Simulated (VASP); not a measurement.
# Al3Ni3B in VASP: relaxation of the atoms with PBEsol

Aim: the relaxation of the atoms of Al3Ni3B with PBEsol.

Everything below comes from runs of VASP 6.6.1. Logs are shortened: lines on timing, memory, paths and dates and some standing lists are left out, and cuts for length are marked.

## 1. The cell of the first run

The cell holds a slab with vacuum, 7 atoms: a = 2.862 Å, b = 2.862 Å, c = 26.155 Å, α = 90.00°, β = 90.00°, γ = 90.00°.

## 2. Relaxation of the atoms, PBEsol

Contents of INCAR:

```
SYSTEM = Al3Ni3B
  ALGO = Fast
  DIPOL = 0.5 0.5 0.489
  EDIFF = 1E-6
  EDIFFG = -0.03
  ENCUT = 520
  GGA = PS
  IBRION = 2
  IDIPOL = 3
  ISIF = 2
  ISMEAR = 0
  LASPH = .TRUE.
  LCHARG = .FALSE.
  LDIPOL = .TRUE.
  LREAL = .FALSE.
  LWAVE = .FALSE.
  NELM = 60
  NSW = 90
  PREC = Accurate
  SIGMA = 0.1
```

Contents of KPOINTS:

```
k-points
0
G
  10 10 1
  0 0 0
```

Contents of POSCAR:

```
Al3Ni3B
1.0
    2.8621655562      0.0000000000      0.0000000000
    0.0000000000      2.8621655562      0.0000000000
    0.0000000000      0.0000000000     26.1554138905
Ni Al B
3 3 1
Selective dynamics
Direct
    0.5000000000      0.5000000000      0.3249805198  F F F
    0.5000000000      0.5000000000      0.4344097021  F F F
    0.5000000000      0.5000000000      0.5461082211  T T T
    0.0000000000      0.0000000000      0.3796951109  F F F
    0.0000000000      0.0000000000      0.4892465812  T T T
    0.0000000000      0.0000000000      0.5974673309  T T T
    0.0000000000      0.5000000000      0.6540521744  T T T
```

Potentials or basis: VASP PAW PBE potentials, release 64 (Ni, Al, B).

Run with:

```bash
> cat potpaw_PBE.64/Ni/POTCAR potpaw_PBE.64/Al/POTCAR potpaw_PBE.64/B/POTCAR > POTCAR
> mpirun -np 1 vasp_std > vasp.out
```

OUTCAR:

```text
SYSTEM = Al3Ni3B
   EDIFF = 1E-6
   EDIFFG = -0.03
   ENCUT = 520
   GGA = PS
   IBRION = 2
   ISIF = 2
   ISMEAR = 0
   LASPH = .TRUE.
   LREAL = .FALSE.
   NELM = 60
   NSW = 90
   PREC = Accurate

 ion  position               nearest neighbor table
   1  0.500  0.500  0.325-   4 2.48   4 2.48   4 2.48   4 2.48   2 2.86
   2  0.500  0.500  0.434-   4 2.48   4 2.48   4 2.48   4 2.48   5 2.48   5 2.48   5 2.48   5 2.48
                             1 2.86   3 2.92
   3  0.500  0.500  0.546-   6 2.43   6 2.43   6 2.43   6 2.43   5 2.51   5 2.51   5 2.51   5 2.51
                             2 2.92
   4  0.000  0.000  0.380-   1 2.48   1 2.48   1 2.48   1 2.48   2 2.48   2 2.48   2 2.48   2 2.48
                             5 2.87
   5  0.000  0.000  0.489-   2 2.48   2 2.48   2 2.48   2 2.48   3 2.51   3 2.51   3 2.51   3 2.51
                             6 2.83   4 2.87
   6  0.000  0.000  0.597-   7 2.06   7 2.06   3 2.43   3 2.43   3 2.43   3 2.43   5 2.83
   7  0.000  0.500  0.654-   6 2.06   6 2.06

  LATTYP: Found a simple tetragonal cell.
 ALAT       =     2.8621655562
 C/A-ratio  =     9.1383301828

  Lattice vectors:

 A1 = (   2.8621655562,   0.0000000000,   0.0000000000)
 A2 = (   0.0000000000,   2.8621655562,   0.0000000000)
 A3 = (   0.0000000000,   0.0000000000,  26.1554138905)

Analysis of symmetry for initial positions (statically):
=====================================================================
 Subroutine PRICEL returns:
 Original cell was already a primitive cell.

 Routine SETGRP: Setting up the symmetry group for a
 simple tetragonal supercell.

 Subroutine GETGRP returns: Found  4 space group operations
 (whereof  4 operations were pure point group operations)
 out of a pool of 16 trial point group operations.

The static configuration has the point symmetry C_2v.

Analysis of symmetry for dynamics (positions and initial velocities):
=====================================================================
 Subroutine PRICEL returns:
 Original cell was already a primitive cell.

 Routine SETGRP: Setting up the symmetry group for a
 simple tetragonal supercell.

 Subroutine GETGRP returns: Found  4 space group operations
 (whereof  4 operations were pure point group operations)
 out of a pool of 16 trial point group operations.

The dynamic configuration has the point symmetry C_2v.

Analysis of constrained symmetry for selective dynamics:
=====================================================================
 Subroutine PRICEL returns:
 Original cell was already a primitive cell.

 Routine SETGRP: Setting up the symmetry group for a
 simple tetragonal supercell.

 Subroutine GETGRP returns: Found  4 space group operations
 (whereof  4 operations were pure point group operations)
 out of a pool of 16 trial point group operations.

The constrained configuration has the point symmetry C_2v.

 Subroutine INISYM returns: Found  4 space group operations
 (whereof  4 operations are pure point group operations),
 and found     1 'primitive' translations

----------------------------------------------------------------------------------------

                                     Primitive cell

  volume of cell :     214.2649

  direct lattice vectors                    reciprocal lattice vectors
     2.862165556  0.000000000  0.000000000     0.349385799  0.000000000  0.000000000
     0.000000000  2.862165556  0.000000000     0.000000000  0.349385799  0.000000000
     0.000000000  0.000000000 26.155413891     0.000000000  0.000000000  0.038233002

  length of vectors
     2.862165556  2.862165556 26.155413891     0.349385799  0.349385799  0.038233002

  position of ions in fractional coordinates (direct lattice)
     0.500000000  0.500000000  0.324980520
     0.500000000  0.500000000  0.434409702
     0.500000000  0.500000000  0.546108221
     0.000000000  0.000000000  0.379695111
     0.000000000  0.000000000  0.489246581
     0.000000000  0.000000000  0.597467331
     0.000000000  0.500000000  0.654052174

  ion indices of the primitive-cell ions
   primitive index   ion index
                 1           1
                 2           2
                 3           3
                 4           4
                 5           5
                 6           6
                 7           7

----------------------------------------------------------------------------------------

 KPOINTS: k-points

Automatic generation of k-mesh.
 Grid dimensions read from file:
 generate k-points for:   10   10    1

 Generating k-lattice:

  Cartesian coordinates                     Fractional coordinates (reciprocal lattice)
     0.034938580  0.000000000  0.000000000     0.100000000  0.000000000  0.000000000
     0.000000000  0.034938580  0.000000000     0.000000000  0.100000000  0.000000000
     0.000000000  0.000000000  0.038233002     0.000000000  0.000000000  1.000000000

  Length of vectors
     0.034938580  0.034938580  0.038233002

  Shift w.r.t. Gamma in fractional coordinates (k-lattice)
     0.000000000  0.000000000  0.000000000

 Subroutine IBZKPT returns following result:
 ===========================================

 Found     36 irreducible k-points:

 Following reciprocal coordinates:
            Coordinates               Weight
  0.000000  0.000000  0.000000      1.000000
  0.100000  0.000000  0.000000      2.000000
  0.000000  0.100000  0.000000      2.000000
  0.200000  0.000000  0.000000      2.000000
  0.000000  0.200000  0.000000      2.000000
  0.300000  0.000000  0.000000      2.000000
[... 16 lines left out ...]
 -0.200000  0.300000  0.000000      4.000000
  0.400000  0.200000  0.000000      4.000000
 [... further k-points ...]
   k-points           NKPTS =     36   k-points in BZ     NKDIM =     36   number of bands    NBANDS=     25
   number of dos      NEDOS =    301   number of ions     NIONS =      7
   total plane-waves  NPLWV = 112896
   dimension x,y,z NGX =    24 NGY =   24 NGZ =  196
   dimension x,y,z NGXF=    48 NGYF=   48 NGZF=  392
   ions per type =               3   3   1
   NGX,Y,Z   is equivalent  to a cutoff of  13.94, 13.94, 12.46 a.u.
   NGXF,Y,Z  is equivalent  to a cutoff of  27.88, 27.88, 24.92 a.u.
 SYSTEM =  Al3Ni3B
   PREC   = accura    normal or accurate (medium, high low for compatibility)
   ISTART =      0    job   : 0-new  1-cont  2-samecut
   ICHARG =      2    charge: 1-file 2-atom 10-const
   ISPIN  =      1    spin polarized calculation?
   LNONCOLLINEAR =      F non collinear calculations
   LSORBIT =      F    spin-orbit coupling
   LASPH  =      T    aspherical Exc in radial PAW
   ENCUT  =  520.0 eV  38.22 Ry    6.18 a.u.   5.32  5.32 48.63*2*pi/ulx,y,z
   NELM   =     60;   NELMIN=  2; NELMDL= -5     # of ELM steps
   EDIFF  = 0.1E-05   stopping-criterion for ELM
   LREAL  =      F    real-space projection
   EDIFFG = -.3E-01   stopping-criterion for IOM
   NSW    =     90    number of steps for IOM
   IBRION =      2    ionic relax: 0-MD 1-quasi-New 2-CG
   NFREE  =      1    steps in history (QN), initial steepest desc. (CG)
   ISIF   =      2    stress and relaxation
   ISYM   =      2    0-nonsym 1-usesym 2-fastsym
   POTIM  = 0.5000    time-step for ionic-motion
   TEBEG  =    0.0;   TEEND  =   0.0 temperature during run
   PSTRESS=    0.0 pullay stress
   NELECT =      42.0000    total number of electrons
   NUPDOWN=      -1.0000    fix difference up-down
   EMIN   =  10.00;   EMAX   =-10.00  energy-range for DOS
   EFERMI =   0.00;   METHOD = LEGACY
   ISMEAR =     0;   SIGMA  =   0.10  broadening in eV -4-tet -1-fermi 0-gaus
   EFERMI_NEDOS =   21; number of points for ismear=-14 and -15
   IALGO  =     68    algorithm
   IMIX   =      4    mixing-type and parameters
     AMIX     =   0.40;   BMIX     =  1.00
     AMIX_MAG =   1.60;   BMIX_MAG =  1.00
  volume/ion in A,a.u.               =      30.61       206.56
  Fermi-wavevector in a.u.,A,eV,Ry     =   0.950986  1.797103 12.304766  0.904375
  Thomas-Fermi vector in A             =   2.079414
   LORBIT       =      0    0 simple, 1 ext, 2 COOP (PROOUT), +10 PAW based schemes
   GGA     = PS    functional components
   LHFCALC =     F    Hartree Fock is set to
   AEXX    =    0.0000 exact exchange contribution
   IVDW    =     0    specifies the selected vdW correction
   LEPSILON=     F    determine dielectric tensor
   LRPA    =     F    only Hartree local field effects (RPA)
 conjugate gradient relaxation of ions
 non-spin polarized calculation
 RMM-DIIS sequential band-by-band and
 Gauss-broadening in eV      SIGMA  =   0.10
  energy-cutoff  :      520.00
  volume of cell :      214.26
 maximum number of plane-waves:      5817
 NGX is ok and might be reduce to    24
   NGX = 11   NGY = 11   NGZ = 97

--------------------------------------- Ionic step        1  -------------------------------------------

 number of electron      42.0000016 magnetization

 Free energy of the ion-electron system (eV)
  ---------------------------------------------------
  ext. energy  EPLUGINS =         0.00000000
  ---------------------------------------------------
  free energy    TOTEN  =       -35.95718119 eV

  energy without entropy =      -35.93397163  energy(sigma->0) =      -35.94557641

------------------------ aborting loop because EDIFF is reached ----------------------------------------

  FORCE on cell =-STRESS in cart. coord.  units (eV):
  Direction    XX          YY          ZZ          XY          YZ          ZX
  --------------------------------------------------------------------------------------
  -------------------------------------------------------------------------------------
  Total       -4.4303158     -1.5232288      2.0705620      0.0000000      0.0000000      0.0000000
  in kB      -33.1279197    -11.3900237     15.4827365      0.0000000      0.0000000      0.0000000
  external PRESSURE =      -9.6784023 kB  Pullay stress =       0.0000000 kB
[... 63 lines left out ...]
  FREE ENERGIE OF THE ION-ELECTRON SYSTEM (eV)
  ---------------------------------------------------
  free  energy   TOTEN  =       -36.0510493102 eV

  energy  without entropy=      -36.0267351913  energy(sigma->0) =      -36.03889225

 dipolmoment           0.000000      0.000000     -0.009004 electrons x Angstroem

--------------------------------------- Ionic step        3  -------------------------------------------

 number of electron      42.0000023 magnetization

------------------------ aborting loop because EDIFF is reached ----------------------------------------
[... 30 lines left out ...]
  FREE ENERGIE OF THE ION-ELECTRON SYSTEM (eV)
  ---------------------------------------------------
  free  energy   TOTEN  =       -36.0730785252 eV

  energy  without entropy=      -36.0485774783  energy(sigma->0) =      -36.06082800

[... ionic steps 4 to 10 ...]

--------------------------------------- Ionic step       11  -------------------------------------------

 number of electron      42.0000020 magnetization

------------------------ aborting loop because EDIFF is reached ----------------------------------------
[... 77 lines left out ...]
--------------------------------------- Ionic step       13  -------------------------------------------

 number of electron      42.0000022 magnetization

 dipolmoment           0.000000      0.000000      0.043431 electrons x Angstroem

 Free energy of the ion-electron system (eV)
  ---------------------------------------------------
  ext. energy  EPLUGINS =         0.00000000
  ---------------------------------------------------
  free energy    TOTEN  =       -36.12889806 eV

  energy without entropy =      -36.10379554  energy(sigma->0) =      -36.11634680

 E-fermi :   0.2752     XC(G=0):  -5.4161

 val. band max:        0.2482397793   @ k =   0.0000   0.2000   0.0000
 cond. band min:       0.2755761709   @ k =   0.4000   0.1000   0.0000
 fundamental gap:      0.0273363915
 Fermi energy:         0.2752154251

 k-point     1 :       0.0000    0.0000    0.0000
  band No.  band energies     occupation
      1     -10.5854      2.00000
      2      -9.6793      2.00000
      3      -8.3016      2.00000
      4      -6.3190      2.00000
      5      -4.2124      2.00000
      6      -2.9220      2.00000
[... 661 lines left out ...]
     24       1.4560      0.00000
     25       2.3782      0.00000

 [... further k-points ...]

------------------------ aborting loop because EDIFF is reached ----------------------------------------

 vacuum level on the upper side and lower side of the slab       (xc-potential included)         0.360        -0.567

  FORCE on cell =-STRESS in cart. coord.  units (eV):
  Direction    XX          YY          ZZ          XY          YZ          ZX
  --------------------------------------------------------------------------------------
  -------------------------------------------------------------------------------------
  Total       -5.3482021     -4.8641825     -0.6104536      0.0000000      0.0000000      0.0000000
  in kB      -39.9914628    -36.3721810     -4.5646992      0.0000000      0.0000000      0.0000000
  external PRESSURE =     -26.9761143 kB  Pullay stress =       0.0000000 kB
[... 22 lines left out ...]
  FREE ENERGIE OF THE ION-ELECTRON SYSTEM (eV)
  ---------------------------------------------------
  free  energy   TOTEN  =       -36.1288980633 eV

  energy  without entropy=      -36.1037955440  energy(sigma->0) =      -36.11634680

 reached required accuracy - stopping structural energy minimisation

 vacuum level on the upper side and lower side of the slab         5.884         4.935
```

Wall time 56 min (1 thread of Oxide Virtual Turin-like, shared host); peak memory 0.43 GiB.

What came out:

- Free energy: -36.1289 eV
- Energy gained by relaxing: 24.5 meV/atom
- Ionic steps: 13
- Band gap on the k mesh: zero (bands 21 and 22 overlap by 0.96 eV)

Step by step:
```tsv
step	energy change (eV)	largest force on free atoms (eV/Å)	pressure (GPa)
1	0.0000	1.3609	-0.97
2	-0.0939	0.6343	-1.39
3	-0.1159	0.6556	-1.65
4	-0.1493	0.3579	-1.88
5	-0.1609	0.1391	-2.08
6	-0.1628	0.0853	-2.12
7	-0.1639	0.1506	-2.17
8	-0.1656	0.1251	-2.25
9	-0.1692	0.0518	-2.40
10	-0.1712	0.0846	-2.71
11	-0.1713	0.0583	-2.66
12	-0.1717	0.0341	-2.71
13	-0.1717	0.0270	-2.70
```

Final structure:
```xyz
7
Lattice="2.8622 0.0000 0.0000 0.0000 2.8622 0.0000 0.0000 0.0000 26.1554" Properties=species:S:1:pos:R:3 pbc="T T T"
Ni    1.4311    1.4311    8.5000
Ni    1.4311    1.4311   11.3622
Ni    1.4311    1.4311   14.2285
Al    0.0000    0.0000    9.9311
Al    0.0000    0.0000   12.7940
Al    0.0000    0.0000   15.6947
B     0.0000    1.4311   17.3814
```

Caveat: the PAW data sets were made with another functional, which shifts forces and pressure a little.

The gap in the log of VASP goes by the Fermi energy; the results here count the filled bands.